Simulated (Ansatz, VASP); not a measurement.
# One calculation of Y, two programs

File INCAR:

```
PREC = Accurate
ENCUT = 520
EDIFF = 1E-6
ISMEAR = -1
SIGMA = 0.08
LREAL = F
LASPH = T
NELM = 60
ALGO = Normal
ISIF = 2
LWAVE = F
LCHARG = F
GGA = PE
NBANDS = 12
```

The input KPOINTS:

```
Automatic mesh
0
Gamma
  14 14 14
```

POSCAR

```
Y
1.0
    0.0000000000      1.9122743573      1.9122743573
    1.9122743573      0.0000000000      1.9122743573
    1.9122743573      1.9122743573      0.0000000000
Y
1
Direct
    0.0000000000      0.0000000000      0.0000000000
```

Input for Ansatz:

```yaml
crystal:
  lattice:
    - [0.0, 1.9122743573, 1.9122743573]
    - [1.9122743573, 0.0, 1.9122743573]
    - [1.9122743573, 1.9122743573, 0.0]
  atoms:
    - { symbol: "Y", position: [0.0, 0.0, 0.0] }
kpoints:
  mp_grid: { grid: [14, 14, 14] }
  band_path:
    path:
      - [0.0, 0.0, 0.0]
      - [0.5, 0.0, 0.5]
      - [0.625, 0.25, 0.625]
      - [0.375, 0.375, 0.75]
      - [0.0, 0.0, 0.0]
      - [0.5, 0.5, 0.5]
      - [0.5, 0.25, 0.75]
      - [0.5, 0.0, 0.5]
    npoints: 8
scf:
  occupations: { method: fermi_dirac, width: 0.08 }
hamiltonian:
  xc: pbe
  pseudopotentials: { kind: all_electron, lapw: { basis_error: 0.001 } }
output:
  forces: true
  stress: true
  eigenvalues: true
  populations: true
  dos: { projected: true, de: 0.2, e_range: [-14, 8] }
```

Change from the starting cell: volume scaled by 0.43, LAPW.

Alike in both runs: task single point; functional PBE; k mesh 14 × 14 × 14; occupations fermi-dirac, width 0.08 eV; no spin polarisation.

|  | VASP | Ansatz |
| --- | --- | --- |
| version | VASP 6.6.1 | Ansatz 0.2.0 |
| potentials or method | VASP PAW PBE potentials, release 64 (Y_sv), cutoff 520 eV | all-electron LAPW, scalar-relativistic |

```csv
,VASP,Ansatz,Ansatz less VASP
pressure (GPa),118.4,117.9,-0.50
```

Both programs put the cell under a high pressure, so it lies far from rest at this level. Ansatz ran all-electron here, and VASP with PAW potentials.

Noted on VASP's run: the cell as given lies far from equilibrium.
